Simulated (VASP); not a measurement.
# NaI in VASP: a series of runs, part 2 of 2

VASP 6.6.1. The steps go on from the part before.

## 4. Single point, r2SCAN (epitaxial 111 strain -2.5%)

File POSCAR:

```
NaI
1.0
    0.0998229985      3.2488004972      3.2488004972
    3.2488004972      0.0998229985      3.2488004972
    3.2488004972      3.2488004972      0.0998229985
Na I
1 1
Direct
    0.0000000000      0.0000000000      0.0000000000
    0.5000000000      0.5000000000      0.5000000000
```

File INCAR.step1:

```
SYSTEM = NaI
ALGO = Normal
EDIFF = 1E-4
ENCUT = 520
GGA = PE
ISMEAR = 0
LASPH = .True.
LCHARG = .False.
LREAL = .False.
LWAVE = .True.
NBANDS = 14
NELM = 100
PREC = Accurate
SIGMA = 0.01
```

File INCAR.step2:

```
SYSTEM = NaI
ALGO = Normal
EDIFF = 1E-7
ENCUT = 520
ISIF = 2
ISMEAR = 0
ISTART = 1
LASPH = .True.
LCHARG = .False.
LMIXTAU = .True.
LREAL = .False.
LWAVE = .False.
METAGGA = R2SCAN
NBANDS = 14
NELM = 100
PREC = Accurate
SIGMA = 0.01
```

File KPOINTS:

```
k-points
0
Gamma
  8 8 8
  0 0 0
```

Potentials or basis: VASP PAW PBE potentials, release 64 (Na_pv, I).

Launch:

```console
$ cat potpaw_PBE.64/Na_pv/POTCAR potpaw_PBE.64/I/POTCAR > POTCAR
$ cp INCAR.step1 INCAR
$ mpirun -np 1 vasp_std > vasp.out
$ cp INCAR.step2 INCAR
$ mpirun -np 1 vasp_std > vasp.out
```

OUTCAR:

```text
SYSTEM = NaI
   EDIFF = 1E-7
   ENCUT = 520
   ISIF = 2
   ISMEAR = 0
   ISTART = 1
   LASPH = .True.
   LREAL = .False.
   METAGGA = R2SCAN
   NELM = 100
   PREC = Accurate

 ion  position               nearest neighbor table
   1  0.000  0.000  0.000-
   2  0.500  0.500  0.500-

  LATTYP: Found a trigonal (rhomboedric) cell.
 ALAT       =     4.5955820058
 COS(alpha) =     0.5304756997

  Lattice vectors:

 A1 = (   0.0998229985,   3.2488004972,   3.2488004972)
 A2 = (   3.2488004972,   0.0998229985,   3.2488004972)
 A3 = (   3.2488004972,   3.2488004972,   0.0998229985)

Analysis of symmetry for initial positions (statically):
=====================================================================
 Subroutine PRICEL returns:
 Original cell was already a primitive cell.

 Routine SETGRP: Setting up the symmetry group for a
 trigonal (rhombohedral) supercell.

 Subroutine GETGRP returns: Found 12 space group operations
 (whereof 12 operations were pure point group operations)
 out of a pool of 12 trial point group operations.

The static configuration has the point symmetry D_3d.

Analysis of symmetry for dynamics (positions and initial velocities):
=====================================================================
 Subroutine PRICEL returns:
 Original cell was already a primitive cell.

 Routine SETGRP: Setting up the symmetry group for a
 trigonal (rhombohedral) supercell.

 Subroutine GETGRP returns: Found 12 space group operations
 (whereof 12 operations were pure point group operations)
 out of a pool of 12 trial point group operations.

The dynamic configuration has the point symmetry D_3d.

 Subroutine INISYM returns: Found 12 space group operations
 (whereof 12 operations are pure point group operations),
 and found     1 'primitive' translations

----------------------------------------------------------------------------------------

                                     Primitive cell

  volume of cell :      65.4204

  direct lattice vectors                    reciprocal lattice vectors
     0.099822998  3.248800497  3.248800497    -0.161184163  0.156379237  0.156379237
     3.248800497  0.099822998  3.248800497     0.156379237 -0.161184163  0.156379237
     3.248800497  3.248800497  0.099822998     0.156379237  0.156379237 -0.161184163

  length of vectors
     4.595582006  4.595582006  4.595582006     0.273659032  0.273659032  0.273659032

  position of ions in fractional coordinates (direct lattice)
[... 8 lines left out ...]
----------------------------------------------------------------------------------------

 KPOINTS: k-points

Automatic generation of k-mesh.
 Grid dimensions read from file:
 generate k-points for:    8    8    8

 Generating k-lattice:

  Cartesian coordinates                     Fractional coordinates (reciprocal lattice)
    -0.020148020  0.019547405  0.019547405     0.125000000 -0.000000000 -0.000000000
     0.019547405 -0.020148020  0.019547405    -0.000000000  0.125000000 -0.000000000
     0.019547405  0.019547405 -0.020148020    -0.000000000 -0.000000000  0.125000000

  Length of vectors
     0.034207379  0.034207379  0.034207379

  Shift w.r.t. Gamma in fractional coordinates (k-lattice)
     0.000000000  0.000000000  0.000000000

 Subroutine IBZKPT returns following result:
 ===========================================

 Found     65 irreducible k-points:

 Following reciprocal coordinates:
            Coordinates               Weight
  0.000000  0.000000  0.000000      1.000000
  0.125000  0.000000 -0.000000      6.000000
  0.250000  0.000000 -0.000000      6.000000
  0.375000 -0.000000 -0.000000      6.000000
  0.500000  0.000000 -0.000000      3.000000
  0.125000  0.125000  0.000000      6.000000
[... 16 lines left out ...]
  0.250000  0.125000  0.125000      6.000000
  0.375000  0.125000  0.125000      6.000000
 [... further k-points ...]
   k-points           NKPTS =     65   k-points in BZ     NKDIM =     65   number of bands    NBANDS=     14
   number of dos      NEDOS =    301   number of ions     NIONS =      2
   total plane-waves  NPLWV =  46656
   dimension x,y,z NGX =    36 NGY =   36 NGZ =   36
   dimension x,y,z NGXF=    72 NGYF=   72 NGZF=   72
   ions per type =               1   1
   NGX,Y,Z   is equivalent  to a cutoff of  13.02, 13.02, 13.02 a.u.
   NGXF,Y,Z  is equivalent  to a cutoff of  26.05, 26.05, 26.05 a.u.
 SYSTEM =  NaI
   PREC   = accura    normal or accurate (medium, high low for compatibility)
   ISTART =      1    job   : 0-new  1-cont  2-samecut
   ICHARG =      0    charge: 1-file 2-atom 10-const
   ISPIN  =      1    spin polarized calculation?
   LNONCOLLINEAR =      F non collinear calculations
   LSORBIT =      F    spin-orbit coupling
   LASPH  =      T    aspherical Exc in radial PAW
   ENCUT  =  520.0 eV  38.22 Ry    6.18 a.u.   8.54  8.54  8.54*2*pi/ulx,y,z
   NELM   =    100;   NELMIN=  2; NELMDL=  0     # of ELM steps
   EDIFF  = 0.1E-06   stopping-criterion for ELM
   LREAL  =      F    real-space projection
   EDIFFG = 0.1E-05   stopping-criterion for IOM
   NSW    =      0    number of steps for IOM
   IBRION =     -1    ionic relax: 0-MD 1-quasi-New 2-CG
   NFREE  =      0    steps in history (QN), initial steepest desc. (CG)
   ISIF   =      2    stress and relaxation
   ISYM   =      2    0-nonsym 1-usesym 2-fastsym
   POTIM  = 0.5000    time-step for ionic-motion
   TEBEG  =    0.0;   TEEND  =   0.0 temperature during run
   PSTRESS=    0.0 pullay stress
   NELECT =      14.0000    total number of electrons
   NUPDOWN=      -1.0000    fix difference up-down
   EMIN   =  10.00;   EMAX   =-10.00  energy-range for DOS
   EFERMI =   0.00;   METHOD = LEGACY
   ISMEAR =     0;   SIGMA  =   0.01  broadening in eV -4-tet -1-fermi 0-gaus
   EFERMI_NEDOS =   21; number of points for ismear=-14 and -15
   IALGO  =     38    algorithm
   IMIX   =      4    mixing-type and parameters
     AMIX     =   0.40;   BMIX     =  1.00
     AMIX_MAG =   1.60;   BMIX_MAG =  1.00
  volume/ion in A,a.u.               =      32.71       220.74
  Fermi-wavevector in a.u.,A,eV,Ry     =   0.979219  1.850455 13.046207  0.958869
  Thomas-Fermi vector in A             =   2.110055
   LORBIT       =      0    0 simple, 1 ext, 2 COOP (PROOUT), +10 PAW based schemes
   METAGGA = R2SCAN    functional components
   LHFCALC =     F    Hartree Fock is set to
   AEXX    =    0.0000 exact exchange contribution
   IVDW    =     0    specifies the selected vdW correction
   LEPSILON=     F    determine dielectric tensor
   LRPA    =     F    only Hartree local field effects (RPA)
 non-spin polarized calculation
 Gauss-broadening in eV      SIGMA  =   0.01
  energy-cutoff  :      520.00
  volume of cell :       65.42
 maximum number of plane-waves:      1786
 NGX is ok and might be reduce to    36
   NGX = 17   NGY = 17   NGZ = 17

 number of electron      14.0000003 magnetization

 Free energy of the ion-electron system (eV)
  ---------------------------------------------------
  ext. energy  EPLUGINS =         0.00000000
  ---------------------------------------------------
  free energy    TOTEN  =       -31.07846303 eV

  energy without entropy =      -31.07846303  energy(sigma->0) =      -31.07846303

 E-fermi :   0.9700     XC(G=0):  -8.2231

 val. band max:        0.8179703812   @ k =   0.0000   0.0000   0.0000
 cond. band min:       5.2708186756   @ k =   0.0000   0.0000   0.0000
 fundamental gap:      4.4528482944
 Fermi energy:         0.9700299746

 k-point     1 :       0.0000    0.0000    0.0000
  band No.  band energies     occupation
      1     -22.4871      2.00000
      2     -22.4871      2.00000
      3     -22.4832      2.00000
      4     -10.7062      2.00000
      5       0.5855      2.00000
      6       0.8180      2.00000
      7       0.8180      2.00000
      8       5.2708      0.00000
      9       8.8779      0.00000
     10       9.3954      0.00000
     11       9.3954      0.00000
     12      11.1333      0.00000
     13      11.1333      0.00000
     14      11.8873      0.00000
[... 375 lines left out ...]
 k-point    24 :       0.3750    0.1250    0.1250
  band No.  band energies     occupation
      1     -22.4904      2.00000
      2     -22.4873      2.00000
      3     -22.4845      2.00000
      4     -10.4523      2.00000
      5      -0.8316      2.00000
      6       0.1163      2.00000
      7       0.6027      2.00000
      8       6.9563      0.00000
      9       8.7322      0.00000
     10       9.1079      0.00000
     11       9.4771      0.00000
     12      10.8491      0.00000
     13      12.2416      0.00000
     14      12.8565      0.00000

 [... further k-points ...]

------------------------ aborting loop because EDIFF is reached ----------------------------------------

  FORCE on cell =-STRESS in cart. coord.  units (eV):
  Direction    XX          YY          ZZ          XY          YZ          ZX
  --------------------------------------------------------------------------------------
  -------------------------------------------------------------------------------------
  Total        0.2059049      0.2059049      0.2059049     -0.1123262     -0.1123262     -0.1123262
  in kB        5.0427079      5.0427079      5.0427079     -2.7509208     -2.7509208     -2.7509208
  external PRESSURE =       5.0427079 kB  Pullay stress =       0.0000000 kB

 VOLUME and BASIS-vectors are now :
 -----------------------------------------------------------------------------
  energy-cutoff  :      520.00
  volume of cell :       65.42
      direct lattice vectors                 reciprocal lattice vectors
     0.099822998  3.248800497  3.248800497    -0.161184163  0.156379237  0.156379237
     3.248800497  0.099822998  3.248800497     0.156379237 -0.161184163  0.156379237
     3.248800497  3.248800497  0.099822998     0.156379237  0.156379237 -0.161184163

 POSITION                                       TOTAL-FORCE (eV/Angst)
 -----------------------------------------------------------------------------------
      0.00000      0.00000      0.00000         0.000000      0.000000     -0.000000
      3.29871      3.29871      3.29871         0.000000     -0.000000      0.000000
 -----------------------------------------------------------------------------------
    total drift:                                0.000000      0.000000      0.000000

  FREE ENERGIE OF THE ION-ELECTRON SYSTEM (eV)
  ---------------------------------------------------
  free  energy   TOTEN  =       -31.0784630339 eV

  energy  without entropy=      -31.0784630339  energy(sigma->0) =      -31.07846303
```

OUTCAR.step1:

```text
SYSTEM = NaI
   EDIFF = 1E-4
   ENCUT = 520
   GGA = PE
   ISMEAR = 0
   LASPH = .True.
   LREAL = .False.
[... 630 lines left out ...]
      0.00000      0.00000      0.00000         0.000000     -0.000000     -0.000000
      3.29871      3.29871      3.29871        -0.000000      0.000000      0.000000
 -----------------------------------------------------------------------------------
    total drift:                                0.000000      0.000000      0.000000

  FREE ENERGIE OF THE ION-ELECTRON SYSTEM (eV)
  ---------------------------------------------------
  free  energy   TOTEN  =        -5.3692583001 eV

  energy  without entropy=       -5.3692583001  energy(sigma->0) =       -5.36925830
```

OSZICAR.step1:

```text
N       E                     dE             d eps       ncg     rms          rms(c)
DAV:   1     0.836169517293E+02    0.83617E+02   -0.66379E+03  1832   0.905E+02
DAV:   2     0.118520253764E+01   -0.82432E+02   -0.76719E+02  1946   0.226E+02
DAV:   3    -0.527775164386E+01   -0.64630E+01   -0.64269E+01  2306   0.608E+01
DAV:   4    -0.542937809358E+01   -0.15163E+00   -0.15158E+00  2362   0.950E+00
DAV:   5    -0.543318248520E+01   -0.38044E-02   -0.38043E-02  2394   0.148E+00    0.167E+00
DAV:   6    -0.537559576752E+01    0.57587E-01   -0.65975E-02  2234   0.152E+00    0.113E+00
DAV:   7    -0.536739608919E+01    0.81997E-02   -0.62394E-02  2276   0.130E+00    0.607E-01
DAV:   8    -0.536929363505E+01   -0.18975E-02   -0.50888E-03  2198   0.567E-01    0.180E-01
DAV:   9    -0.536925830011E+01    0.35335E-04   -0.21966E-04  2144   0.130E-01
   1 F= -.53692583E+01 E0= -.53692583E+01  d E =-.324735-101
```

Wall time 6 min (1 thread of Intel Xeon Platinum 8259CL at 2.50GHz (Skylake/Cascade Lake), shared host); peak memory 0.25 GiB.

Results:

| Property | Result |
| --- | --- |
| Free energy | -31.0785 eV |
| Pressure | 0.5 GPa |
| Band gap on the k mesh | 4.45 eV, direct |

Caveat: the cell differs from its parent crystal (epitaxial 111 strain -2.5%); the PAW data sets were made with another functional, which shifts forces and pressure a little; spin-orbit coupling is left out, which moves the levels of the heavy elements.

## 5. Single point, r2SCAN (strain along [111] +4.0%)

File POSCAR:

```
NaI
1.0
    0.0861258803      3.3158463918      3.3158463918
    3.3158463918      0.0861258803      3.3158463918
    3.3158463918      3.3158463918      0.0861258803
Na I
1 1
Direct
    0.0000000000      0.0000000000      0.0000000000
    0.5000000000      0.5000000000      0.5000000000
```

File INCAR.step1:

```
SYSTEM = NaI
ALGO = Normal ; EDIFF = 1E-4
ENCUT = 520 ; GGA = PE
ISMEAR = 0 ; LASPH = .True.
LCHARG = .False. ; LREAL = .False.
LWAVE = .True. ; NBANDS = 14
NELM = 80 ; PREC = Accurate
SIGMA = 0.01
```

File INCAR.step2:

```
SYSTEM = NaI
ALGO = Normal ; EDIFF = 1E-6
ENCUT = 520 ; ISIF = 2
ISMEAR = 0 ; ISTART = 1
LASPH = .True. ; LCHARG = .True.
LELF = .True. ; LMIXTAU = .True.
LREAL = .False. ; LVHAR = .True.
LWAVE = .False. ; METAGGA = R2SCAN
NBANDS = 14 ; NELM = 80
PREC = Accurate ; SIGMA = 0.01
```

KPOINTS is that of step 4.

Launch:

```console
$ cat potpaw_PBE.64/Na_pv/POTCAR potpaw_PBE.64/I/POTCAR > POTCAR
$ cp INCAR.step1 INCAR
$ mpirun -np 1 vasp_std > vasp.out
$ cp INCAR.step2 INCAR
$ mpirun -np 1 vasp_std > vasp.out
```

It took 4.6 min on 1 thread of Intel Xeon Platinum 8259CL at 2.50GHz (Skylake/Cascade Lake), shared host; peak memory 0.24 GiB.

Results (log left out):

```yaml
Free_energy: -31.0761 eV
Pressure: -0.7 GPa
Band_gap_on_the_k_mesh: 4.27 eV, direct
```

Stress tensor (GPa, compression positive):
```
-0.71 -0.20 -0.20
-0.20 -0.71 -0.20
-0.20 -0.20 -0.71
```

Levels at points of the mesh, in eV from the valence-band top:
```
           k point  band 3  band 4  band 5  band 6  band 7  band 8  band 9  band 10  band 11  band 12
(0.00, 0.00, 0.00)  -23.35  -11.32   -0.18    0.00    0.00    4.27    8.14     8.56     8.56    10.22
(0.50, 0.00, 0.00)  -23.35  -11.01   -2.12   -0.42   -0.32    5.57    7.80     8.05     9.48    10.89
(0.50, 0.50, 0.00)  -23.35  -10.94   -1.89   -0.85   -0.70    5.13    6.03    10.40    11.98    12.01
(0.50, 0.50, 0.50)  -23.35  -11.05   -2.16   -0.24   -0.24    5.73    8.17     8.17     9.32    10.97
```

Caveat: the cell differs from its parent crystal (strain along [111] +4.0%); the PAW data sets were made with another functional, which shifts forces and pressure a little; spin-orbit coupling is left out, which moves the levels of the heavy elements. A k mesh can miss the band edges.

## 6. Overview

| cell | gap on the mesh (eV) | pressure (GPa) |
| --- | --- | --- |
| a = 4.545, b = 4.545, c = 4.476 Å, angles 60.5, 60.5, 59.0°, 2 atoms | 4.54 | 0.5 |
| a = 4.556, b = 4.556, c = 4.522 Å, angles 60.2, 60.2, 59.5°, 2 atoms | 4.49 | 0.2 |
| a = 4.596 Å, angles 58.0°, 2 atoms | 4.45 | 0.5 |
| a = 4.690 Å, angles 58.3°, 2 atoms | 4.27 | -0.7 |

Alike in all rows: task single point; level r2SCAN; potentials or basis VASP PAW PBE potentials, release 64 (Na_pv, I); no spin polarisation; k mesh 8 × 8 × 8; cutoff (eV) 520; smearing gaussian 0.01 eV.

Caveats: the PAW data sets were made with another functional, which shifts forces and pressure a little; spin-orbit coupling is left out, which moves the levels of the heavy elements.

Absolute energies hang on the potentials; compare differences alone.
